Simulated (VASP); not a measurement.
# MoH3 in VASP: further runs, part 2 of 2

VASP 6.6.1. Earlier steps stand in the parts before.

**3. Relaxation of cell and atoms, PBE, collinear spin, ferromagnetic start**

This run uses another cell than the first one, of 6.14 Å³/atom, 1.003 times its volume.

Input file INCAR:

```
PREC     = Accurate       # precision mode
ENCUT    = 600            # plane-wave cutoff, eV
EDIFF    = 1E-6           # SCF threshold, eV
ISMEAR   = 0              # smearing method
SIGMA    = 0.1            # smearing width, eV
LREAL    = F              # projectors in reciprocal space
LASPH    = T              # aspherical terms in the spheres
NELM     = 150            # most SCF steps
ALGO     = Normal         # electronic algorithm
ISIF     = 3              # what is computed and relaxed
LWAVE    = F              # write WAVECAR
LCHARG   = F              # write CHGCAR
ISPIN    = 2              # spin polarisation
MAGMOM   = 0 0 0 0.83     # initial moments
LORBIT   = 11             # projections on sites
LMAXMIX  = 4              # l up to which the mixer works
GGA      = PE             # functional
IBRION   = 2              # ionic algorithm
NSW      = 100            # ionic steps
EDIFFG   = -0.01          # ionic threshold
```

Input file KPOINTS:

```
regular mesh
0
Gamma
  16 16 16
```

Input file POSCAR:

```
MoH3
1.0
    2.9063949720      0.0000000000      0.0000000000
    0.0000000000      2.9063949720      0.0000000000
    0.0000000000      0.0000000000      2.9063949720
H Mo
3 1
Direct
    0.0000000000      0.5000000000      0.0000000000
    0.5000000000      0.0000000000      0.0000000000
    0.0000000000      0.0000000000      0.5000000000
    0.5000000000      0.5000000000      0.5000000000
```

Potentials or basis: VASP PAW PBE potentials, release 64 (H, Mo_sv).

On the command line:

```console
$ cat potpaw_PBE.64/H/POTCAR potpaw_PBE.64/Mo_sv/POTCAR > POTCAR
$ mpirun -np 1 vasp_std > vasp.out
```

OUTCAR:

```text
PREC = Accurate
   ENCUT = 600
   EDIFF = 1E-6
   ISMEAR = 0
   LREAL = F
   LASPH = T
   NELM = 150
   ISIF = 3
   ISPIN = 2
   LORBIT = 11
   GGA = PE
   IBRION = 2
   NSW = 100
   EDIFFG = -0.01

 ion  position               nearest neighbor table
   1  0.000  0.500  0.000-   4 2.06   4 2.06   4 2.06   4 2.06
   2  0.500  0.000  0.000-   4 2.06   4 2.06   4 2.06   4 2.06
   3  0.000  0.000  0.500-   4 2.06   4 2.06   4 2.06   4 2.06
   4  0.500  0.500  0.500-   1 2.06   2 2.06   3 2.06   1 2.06   2 2.06   2 2.06   3 2.06   2 2.06
                             1 2.06   3 2.06   1 2.06   3 2.06

  LATTYP: Found a simple cubic cell.
 ALAT       =     2.9063949720

  Lattice vectors:

 A1 = (   2.9063949720,   0.0000000000,   0.0000000000)
 A2 = (   0.0000000000,   2.9063949720,   0.0000000000)
 A3 = (   0.0000000000,   0.0000000000,   2.9063949720)

Analysis of symmetry for initial positions (statically):
=====================================================================
 Subroutine PRICEL returns:
 Original cell was already a primitive cell.

 Routine SETGRP: Setting up the symmetry group for a
 simple cubic supercell.

 Subroutine GETGRP returns: Found 48 space group operations
 (whereof 48 operations were pure point group operations)
 out of a pool of 48 trial point group operations.

The static configuration has the point symmetry O_h .

Analysis of symmetry for dynamics (positions and initial velocities):
=====================================================================
 Subroutine PRICEL returns:
 Original cell was already a primitive cell.

 Routine SETGRP: Setting up the symmetry group for a
 simple cubic supercell.

 Subroutine GETGRP returns: Found 48 space group operations
 (whereof 48 operations were pure point group operations)
 out of a pool of 48 trial point group operations.

The dynamic configuration has the point symmetry O_h .

[... 570 lines left out ...]
      1     -52.5094      1.00000
      2     -27.0193      1.00000
      3     -26.4693      1.00000
      4     -26.3782      1.00000
      5       1.3524      1.00000
      6       1.4357      1.00000
      7       5.8394      1.00000
      8       6.6835      1.00000
      9       7.8964      1.00000
     10      10.0498      0.00000
     11      11.1121      0.00000
     12      12.5918      0.00000

 [... further k-points ...]

 spin component 2

 k-point     1 :       0.0000    0.0000    0.0000
  band No.  band energies     occupation
      1     -51.9777      1.00000
      2     -25.7783      1.00000
      3     -25.7783      1.00000
      4     -25.7783      1.00000
      5      -2.6896      1.00000
      6       3.7337      1.00000
      7       3.7337      1.00000
      8      11.1110      0.00000
      9      11.1110      0.00000
     10      11.1110      0.00000
     11      15.0278      0.00000
     12      15.0278      0.00000
[... 333 lines left out ...]
      1     -51.9131      1.00000
      2     -26.3680      1.00000
      3     -25.8112      1.00000
      4     -25.7190      1.00000
      5       1.4722      1.00000
      6       1.6656      1.00000
      7       6.2963      1.00000
      8       7.1211      1.00000
      9       8.7005      1.00000
     10      10.9347      0.00000
     11      11.4168      0.00000
     12      13.0387      0.00000

 [... further k-points ...]
[... 5 lines left out ...]
  --------------------------------------------------------------------------------------
  -------------------------------------------------------------------------------------
  Total       -0.0092993     -0.0092993     -0.0092993      0.0000000     -0.0000000      0.0000000
  in kB       -0.6000564     -0.6000564     -0.6000564      0.0000000     -0.0000000      0.0000000
  external PRESSURE =      -0.6000564 kB  Pullay stress =       0.0000000 kB

 VOLUME and BASIS-vectors are now :
 -----------------------------------------------------------------------------
  energy-cutoff  :      600.00
  volume of cell :       24.83
      direct lattice vectors                 reciprocal lattice vectors
     2.917357877 -0.000000000  0.000000000     0.342775910 -0.000000000  0.000000000
     0.000000000  2.917357877  0.000000000     0.000000000  0.342775910  0.000000000
    -0.000000000 -0.000000000  2.917357877    -0.000000000 -0.000000000  0.342775910

 POSITION                                       TOTAL-FORCE (eV/Angst)
 -----------------------------------------------------------------------------------
      0.00000      1.45868      0.00000         0.000000      0.000000      0.000000
      1.45868     -0.00000      0.00000         0.000000      0.000000      0.000000
     -0.00000     -0.00000      1.45868         0.000000      0.000000      0.000000
      1.45868      1.45868      1.45868        -0.000000     -0.000000      0.000000
 -----------------------------------------------------------------------------------
    total drift:                                0.000000     -0.000000     -0.000000

  FREE ENERGIE OF THE ION-ELECTRON SYSTEM (eV)
  ---------------------------------------------------
  free  energy   TOTEN  =       -19.8302009458 eV

  energy  without entropy=      -19.8205224521  energy(sigma->0) =      -19.82536170

 reached required accuracy - stopping structural energy minimisation

 total charge

# of ion       s       p       d       tot
------------------------------------------
    1        0.503   0.023   0.000   0.526
    2        0.503   0.023   0.000   0.526
    3        0.503   0.023   0.000   0.526
    4        2.270   6.170   4.009  12.448
--------------------------------------------------
tot          3.780   6.238   4.009  14.027

 magnetization (x)

# of ion       s       p       d       tot
------------------------------------------
    1       -0.014   0.005   0.000  -0.009
    2       -0.014   0.005   0.000  -0.009
    3       -0.014   0.005   0.000  -0.009
    4        0.024   0.019   0.874   0.917
--------------------------------------------------
tot         -0.018   0.034   0.874   0.890
```

OSZICAR:

```text
N       E                     dE             d eps       ncg     rms          rms(c)
DAV:   1     0.140623947462E+03    0.14062E+03   -0.11213E+04  7976   0.154E+03
DAV:   2    -0.178284067711E+02   -0.15845E+03   -0.15372E+03  8916   0.402E+02
[... 16 lines left out ...]
DAV:   2    -0.198305332604E+02    0.27289E-01   -0.78964E-02  8276   0.346E+00    0.423E-01
DAV:   3    -0.198302530651E+02    0.28020E-03   -0.37502E-03  9032   0.640E-01    0.287E-01
DAV:   4    -0.198302036944E+02    0.49371E-04   -0.87200E-05  8648   0.101E-01    0.127E-01
DAV:   5    -0.198301973520E+02    0.63424E-05   -0.23956E-04  9072   0.153E-01    0.294E-02
DAV:   6    -0.198302005745E+02   -0.32225E-05   -0.20582E-05  8748   0.464E-02    0.212E-02
DAV:   7    -0.198302009458E+02   -0.37136E-06   -0.13894E-06  5672   0.141E-02
   2 F= -.19830201E+02 E0= -.19825362E+02  d E =-.171293E-02  mag=     1.0019
```

CONTCAR:

```text
MoH3
   1.00000000000000
     2.9173578767945116   -0.0000000000000000    0.0000000000000000
     0.0000000000000000    2.9173578767945112    0.0000000000000000
    -0.0000000000000000   -0.0000000000000000    2.9173578767945112
  H               Mo
     3     1
Direct
     0.0000000000000000    0.5000000000000000    0.0000000000000000
     0.5000000000000000    0.0000000000000000    0.0000000000000000
     0.0000000000000000    0.0000000000000000    0.5000000000000000
     0.5000000000000000    0.5000000000000000    0.5000000000000000

  0.00000000E+00  0.00000000E+00  0.00000000E+00
  0.00000000E+00  0.00000000E+00  0.00000000E+00
  0.00000000E+00  0.00000000E+00  0.00000000E+00
  0.00000000E+00  0.00000000E+00  0.00000000E+00
```

Run time: 50 s. Hardware: 1 thread of Intel Xeon Platinum 8559C (Emerald Rapids), shared host; peak memory 0.23 GiB.

Results:

```yaml
Free_energy: -19.8302 eV
Relaxed_volume: 6.21 Å³/atom
Relaxed_cell: a = 2.917 Å, b = 2.917 Å, c = 2.917 Å, α = 90.00°, β = 90.00°, γ = 90.00°
Space_group_after_relaxing_to_0.05_Å: Pm-3m (No. 221)
Energy_gained_by_relaxing: 0.4 meV/atom
Ionic_steps: 2
Pressure_after_relaxing: -0.1 GPa
Band_gap_on_the_k_mesh: zero (filled and empty bands overlap)
Net_moment: 1.00 μB per cell
Site_moments: H -0.01; Mo +0.92 μB
Valence_electrons_inside_the_program's_atomic_spheres: H 0.53; Mo 12.45
```

Step by step:
| step | energy change (eV) | largest force (eV/Å) | pressure (GPa) | volume (Å³) |
| --- | --- | --- | --- | --- |
| 1 | 0.0000 | 0.0000 | 2.04 | 24.55 |
| 2 | -0.0017 | 0.0000 | -0.06 | 24.83 |

Final structure:
```yaml
crystal:
  lattice:
    - [2.91736, 0.00000, 0.00000]
    - [0.00000, 2.91736, 0.00000]
    - [0.00000, 0.00000, 2.91736]
  atoms:
    - { symbol: H, position: [0.00000, 0.50000, 0.00000] }
    - { symbol: H, position: [0.50000, 0.00000, 0.00000] }
    - { symbol: H, position: [0.00000, 0.00000, 0.50000] }
    - { symbol: Mo, position: [0.50000, 0.50000, 0.50000] }
```

**4. Single point, PBE, collinear spin, ferromagnetic start**

This run uses another cell than the first one: it holds 8 atoms, not 4.

Input file INCAR:

```
PREC     = Accurate       # precision mode
ENCUT    = 520            # plane-wave cutoff, eV
EDIFF    = 1E-6           # SCF threshold, eV
ISMEAR   = 0              # smearing method
SIGMA    = 0.2            # smearing width, eV
LREAL    = F              # projectors in reciprocal space
LASPH    = T              # aspherical terms in the spheres
NELM     = 150            # most SCF steps
ALGO     = Normal         # electronic algorithm
ISIF     = 2              # what is computed and relaxed
LWAVE    = F              # write WAVECAR
LCHARG   = F              # write CHGCAR
ISPIN    = 2              # spin polarisation
MAGMOM   = 0 0 0 0 0 0 0.63 0.63 # initial moments
LORBIT   = 11             # projections on sites
LMAXMIX  = 4              # l up to which the mixer works
GGA      = PE             # functional
NBANDS   = 31             # bands
```

Input file KPOINTS:

```
Automatic mesh
0
Gamma
  8 8 4
```

Input file POSCAR:

```
MoH3
1.0
   -2.9167082091      0.0000000000      0.0000000000
    0.0000000000      0.0000000000     -2.9167082091
    0.0000000000     -5.8334164183      0.0000000000
H Mo
6 2
Direct
    1.0000000000      1.0000000000      0.7500000000
    0.0000000000      1.0000000000      0.2500000000
    0.5000000000      1.0000000000      1.0000000000
    0.5000000000      1.0000000000      0.5000000000
    1.0000000000      0.5000000000      0.5000000000
    1.0000000000      0.5000000000      0.0000000000
    0.5000000000      0.5000000000      0.7500000000
    0.5000000000      0.5000000000      0.2500000000
```

On the command line:

```console
$ cat potpaw_PBE.64/H/POTCAR potpaw_PBE.64/Mo_sv/POTCAR > POTCAR
$ mpirun -np 1 vasp_std > vasp.out
```

It took 62 s on 1 thread of Intel Xeon Platinum 8559C (Emerald Rapids), shared host; peak memory 0.25 GiB.

The run converged. Its results:

```yaml
Free_energy: -39.7616 eV
Pressure: -2.2 GPa
Band_gap_on_the_k_mesh: zero (filled and empty bands overlap)
Net_moment: 0.00 μB per cell
Valence_electrons_inside_the_program's_atomic_spheres: H 0.53; Mo 12.45
```

Levels at points of the mesh, in eV from the Fermi level:
Spin up:
| k point | band 14 | band 15 | band 16 | band 17 | band 18 | band 19 | band 20 | band 21 |
| --- | --- | --- | --- | --- | --- | --- | --- | --- |
| (0.00, 0.00, 0.00) | -3.23 | -0.83 | -0.83 | 0.52 | 1.60 | 1.60 | 1.60 | 1.82 |
| (0.50, 0.00, 0.00) | -3.23 | -3.12 | -0.83 | -0.83 | -0.31 | -0.31 | 0.52 | 1.82 |
| (0.50, 0.50, 0.00) | -4.08 | -3.12 | -0.31 | -0.31 | 3.11 | 3.29 | 3.29 | 3.90 |
| (0.00, 0.00, 0.50) | -4.65 | 0.18 | 0.18 | 0.18 | 0.18 | 1.71 | 1.71 | 3.27 |
| (0.50, 0.00, 0.50) | -3.34 | -2.46 | -2.46 | -0.58 | -0.58 | 0.62 | 0.62 | 3.31 |
| (0.50, 0.50, 0.50) | -5.96 | -0.86 | -0.86 | 2.51 | 2.51 | 2.51 | 2.51 | 3.20 |
Spin down:
```tsv
k point	band 13	band 14	band 15	band 16	band 17	band 18	band 19	band 20	band 21	band 22
(0.00, 0.00, 0.00)	-5.47	-3.23	-0.83	-0.83	0.52	1.60	1.60	1.60	1.82	3.92
(0.50, 0.00, 0.00)	-4.08	-3.23	-3.12	-0.83	-0.83	-0.31	-0.31	0.52	1.82	3.11
(0.50, 0.50, 0.00)	-4.08	-4.08	-3.12	-0.31	-0.31	3.11	3.29	3.29	3.90	6.06
(0.00, 0.00, 0.50)	-4.65	-4.65	0.18	0.18	0.18	0.18	1.71	1.71	3.27	3.27
(0.50, 0.00, 0.50)	-3.34	-3.34	-2.46	-2.46	-0.58	-0.58	0.62	0.62	3.31	3.31
(0.50, 0.50, 0.50)	-5.96	-5.96	-0.86	-0.86	2.51	2.51	2.51	2.51	3.20	3.20
```

**5. Summary**

| task | spin | cell | k mesh | cutoff (eV) | smearing | gap on the mesh (eV) | pressure (GPa) | moment (μB) |
| --- | --- | --- | --- | --- | --- | --- | --- | --- |
| single point | off | a = 2.850, b = 2.931, c = 2.931 Å, 4 atoms | 6 × 4 × 4 | 520 | gaussian 0.1 eV | none | 0.0 | - |
| relaxation of cell and atoms | collinear, ferromagnetic start | relaxed from a = 2.906 Å, 4 atoms | 16 × 16 × 16 | 600 | gaussian 0.1 eV | none | -0.1 | 1.00 |
| single point | collinear, ferromagnetic start | a = 2.917, b = 2.917, c = 5.833 Å, 8 atoms | 8 × 8 × 4 | 520 | gaussian 0.2 eV | none | -2.2 | 0.00 |

Alike in all rows: level PBE; potentials or basis VASP PAW PBE potentials, release 64 (H, Mo_sv).

Caveats: some runs use coarse meshes.

Total energies depend on the potentials used, so only differences within one code and one set of settings carry meaning.
